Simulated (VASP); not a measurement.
Here is a VASP 6.6.1 calculation.

Contents of POSCAR:

```
CoSi
1.0
    2.7625158911      0.0000000000      0.0000000000
    0.0000000000      2.7625158911      0.0000000000
    0.0000000000      0.0000000000      2.7625158911
Co Si
1 1
Direct
    0.0000000000      0.0000000000      0.0000000000
    0.5000000000      0.5000000000      0.5000000000
```

The input INCAR.step1:

```
SYSTEM = CoSi
PREC     = Accurate       ! precision mode
ENCUT    = 520            ! plane-wave cutoff, eV
ISMEAR   = -1             ! smearing method
SIGMA    = 0.05           ! smearing width, eV
LREAL    = .False.        ! projectors in reciprocal space
LASPH    = .True.         ! aspherical terms in the spheres
NELM     = 150            ! most SCF steps
ISPIN    = 2              ! spin polarisation
MAGMOM   = 1.7 0          ! initial moments
LMAXMIX  = 4              ! l up to which the mixer works
NBANDS   = 18             ! bands
GGA      = PE             ! functional
ALGO     = Normal         ! electronic algorithm
EDIFF    = 1E-4           ! SCF threshold, eV
LWAVE    = .True.         ! write WAVECAR
LCHARG   = .False.        ! write CHGCAR
```

The input INCAR.step2:

```
SYSTEM = CoSi
PREC     = Accurate       ! precision mode
ENCUT    = 520            ! plane-wave cutoff, eV
EDIFF    = 1E-6           ! SCF threshold, eV
ISMEAR   = -1             ! smearing method
SIGMA    = 0.05           ! smearing width, eV
LREAL    = .False.        ! projectors in reciprocal space
LASPH    = .True.         ! aspherical terms in the spheres
NELM     = 150            ! most SCF steps
ALGO     = Normal         ! electronic algorithm
ISIF     = 2              ! what is computed and relaxed
LWAVE    = .False.        ! write WAVECAR
LCHARG   = .True.         ! write CHGCAR
ISPIN    = 2              ! spin polarisation
MAGMOM   = 1.7 0          ! initial moments
LORBIT   = 11             ! projections on sites
LMAXMIX  = 4              ! l up to which the mixer works
METAGGA  = R2SCAN         ! meta-GGA
LMIXTAU  = .True.       
LELF     = .True.         ! ELF
LVHAR    = .True.       
NBANDS   = 18             ! bands
ISTART   = 1
```

File KPOINTS:

```
regular mesh
0
Gamma
  14 14 14
  0 0 0
```

Potentials or basis: VASP PAW PBE potentials, release 64 (Co, Si).

Run with:

```bash
$ cat potpaw_PBE.64/Co/POTCAR potpaw_PBE.64/Si/POTCAR > POTCAR
$ cp INCAR.step1 INCAR
$ mpirun -np 1 vasp_std > vasp.out
$ cp INCAR.step2 INCAR
$ mpirun -np 1 vasp_std > vasp.out
```

(1) Predict the net moment.

(2) What does it give for the pressure?

Answers

(1) 0.91 μB per cell.

(2) 0.0 GPa.

Caveat: the PAW data sets were made with another functional, which shifts forces and pressure a little.
